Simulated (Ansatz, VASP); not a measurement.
# Rh: VASP beside Ansatz

INCAR

```
SYSTEM = Rh
PREC = Accurate
ENCUT = 520
EDIFF = 1E-6
ISMEAR = 0
SIGMA = 0.15
LREAL = .FALSE.
LASPH = .TRUE.
NELM = 60
ALGO = Fast
ISIF = 2
LWAVE = .FALSE.
LCHARG = .TRUE.
GGA = PE
LELF = .TRUE.
LVHAR = .TRUE.
NBANDS = 14
```

KPOINTS

```
Automatic mesh
0
G
  22 22 22
  0 0 0
```

Contents of POSCAR:

```
Rh
1.0
    0.0000000000      1.8540112500      1.9015500000
    1.8540112500      0.0000000000      1.9015500000
    1.8540112500      1.8540112500      0.0000000000
Rh
1
Direct
    0.0000000000      0.0000000000      0.0000000000
```

Input for Ansatz:

```yaml
crystal:
  lattice:
    - [0.0, 1.85401125, 1.90155]
    - [1.85401125, 0.0, 1.90155]
    - [1.85401125, 1.85401125, 0.0]
  atoms:
    - { symbol: Rh, position: [0.0, 0.0, 0.0] }
basis:
  ecutwfc: 420
kpoints:
  mp_grid: { grid: [22, 22, 22] }
hamiltonian:
  xc: pbe
scf:
  occupations: { method: gaussian, width: 0.15 }
output:
  forces: true
  stress: true
  eigenvalues: true
```

Change from the starting cell: strain -0.025 along x and y, +0.000 along z, atoms carried along.

Alike in both runs: task single point; functional PBE; k mesh 22 × 22 × 22; occupations gaussian, width 0.15 eV; no spin polarisation.

|  | VASP | Ansatz |
| --- | --- | --- |
| version | VASP 6.6.1 | Ansatz 0.2.0 |
| potentials or method | VASP PAW PBE potentials, release 64 (Rh_pv), cutoff 520 eV | scalar-relativistic, plane waves, PAW |
| valence electrons in the cell | 15 | 17 |

```csv
,VASP,Ansatz,Ansatz less VASP
gap on the k mesh at the Fermi level (eV),none,none,-
pressure (GPa),22.4,22.4,+0.02
"traceless stress, the component that is largest in VASP (GPa)",-4.88,-4.89,-0.012
```

A gap of «none» marks a metal or a gap that the smearing closes. VASP's potentials hold 15 valence electrons a cell and Ansatz's 17, so a difference there can come from the potentials and not from the codes.
